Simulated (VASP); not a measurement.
Hg2Ge3, 5 atoms in the cell. Symmetry: Pm-3m, No. 221, cubic system. Conventional cell: a = 5.110 Å, b = 5.110 Å, c = 5.110 Å, α = 90.00°, β = 90.00°, γ = 90.00°. Ge (site symmetry 4/mmm) has 2 Hg at 2.56 Å within 3.4 Å. Within 3.4 Å of Hg (site symmetry m-3m) lie 6 Ge at 2.56 Å. Hg (site symmetry m-3m) has 12 Ge at 3.61 Å and 8 Hg at 4.43 Å within 4.7 Å. The cell was generated, and may not be a known phase.

* Program: VASP 6.6.1
* Task: relaxation of cell and atoms
* Functional: PBE
* Potentials or basis: VASP PAW PBE potentials, release 64 (Ge_d, Hg_sv_GW)
* Cutoff: 550 eV
* k mesh: 4 × 4 × 4
* Occupations: gaussian, width 0.1 eV
* Spin: no spin polarisation
* Dipole correction: no
* Further INCAR settings: ALGO = Normal; EDIFF = 1e-07; IBRION = 2; EDIFFG = -0.04; NSW = 90; ISIF = 3

Potentials or basis: VASP PAW PBE potentials, release 64 (Ge_d, Hg_sv_GW).

Command:

```console
$ cat potpaw_PBE.64/Ge_d/POTCAR potpaw_PBE.64/Hg_sv_GW/POTCAR > POTCAR
$ mpirun -np 1 vasp_std > vasp.out
```

Hardware: 1 thread of Intel(R) Xeon(R) Platinum 8259CL CPU @ 2.50GHz (Skylake/Cascade Lake), on a shared host.

Estimate the wall time of this run.

Wall time 6.6 min on 1 thread of Intel(R) Xeon(R) Platinum 8259CL CPU @ 2.50GHz (Skylake/Cascade Lake) (shared host), peak memory 0.29 GiB. Counts: scf iterations 38, k points 10, ion steps 3.
